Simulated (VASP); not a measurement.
Input of a VASP 6.6.1 run:

INCAR

```
SYSTEM = ZnMo3
PREC = Accurate ; ENCUT = 520
EDIFF = 1E-6 ; ISMEAR = -1
SIGMA = 0.1 ; LREAL = .False.
LASPH = .True. ; NELM = 60
ALGO = Normal ; ISIF = 2
LWAVE = .False. ; LCHARG = .False.
GGA = PE ; NBANDS = 35
```

The input KPOINTS:

```
Automatic mesh
0
Gamma
  6 6 6
  0 0 0
```

The input POSCAR:

```
ZnMo3
1.0
    3.9100127190      0.0000000000      0.0000000000
    0.0000000000      3.9100127190      0.0000000000
    0.0000000000      0.0000000000      3.9100127190
Zn Mo
1 3
Direct
    0.0000000000      0.0000000000      0.0000000000
    0.0000000000      0.5000000000      0.5000000000
    0.5000000000      0.0000000000      0.5000000000
    0.5000000000      0.5000000000      0.0000000000
```

Potentials or basis: VASP PAW PBE potentials, release 64 (Zn, Mo_sv).

Run with:

```sh
$ cat potpaw_PBE.64/Zn/POTCAR potpaw_PBE.64/Mo_sv/POTCAR > POTCAR
$ mpirun -np 1 vasp_std > vasp.out
```

What does it give for the band gap on the k mesh?

Zero (band 27 reaches 11.54 eV, above the bottom of band 28 at 10.03 eV).

Predict the pressure.

4.7 GPa.
